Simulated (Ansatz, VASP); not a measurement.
# AlNi in VASP and in Ansatz

```xyz
2
Lattice="2.8600 0.0000 0.0000 0.0000 2.8600 0.0000 0.0000 0.0000 2.8600" Properties=species:S:1:pos:R:3 pbc="T T T"
Ni    0.0000    0.0000    0.0000
Al    1.4300    1.4300    1.4300
```

Alike in both runs: task single point; functional LDA; k mesh 6 × 6 × 6; occupations gaussian, width 0.1 eV; no spin polarisation.

|  | VASP | Ansatz |
| --- | --- | --- |
| version | VASP 6.6.1 | Ansatz 0.2.0 |
| potentials or method | VASP PAW LDA potentials, release 64 (Ni, Al), cutoff 600 eV | scalar-relativistic, plane waves, PAW |
| valence electrons in the cell | 13 | 21 |

|  | VASP | Ansatz | Ansatz less VASP |
| --- | --- | --- | --- |
| gap on the k mesh at the Fermi level (eV) | none | none | - |
| pressure (GPa) | -4.4 | -4.9 | -0.42 |

Ansatz warns that its potentials were made for another functional, while VASP's fit it. LDA's correlation is that of Perdew and Zunger in VASP and of Perdew and Wang (1992) in Ansatz. A gap of «none» marks a metal or a gap that the smearing closes. VASP's potentials hold 13 valence electrons a cell and Ansatz's 21, so a difference there can come from the potentials and not from the codes.

The k mesh is coarse, so the values compare programs but aren't converged.
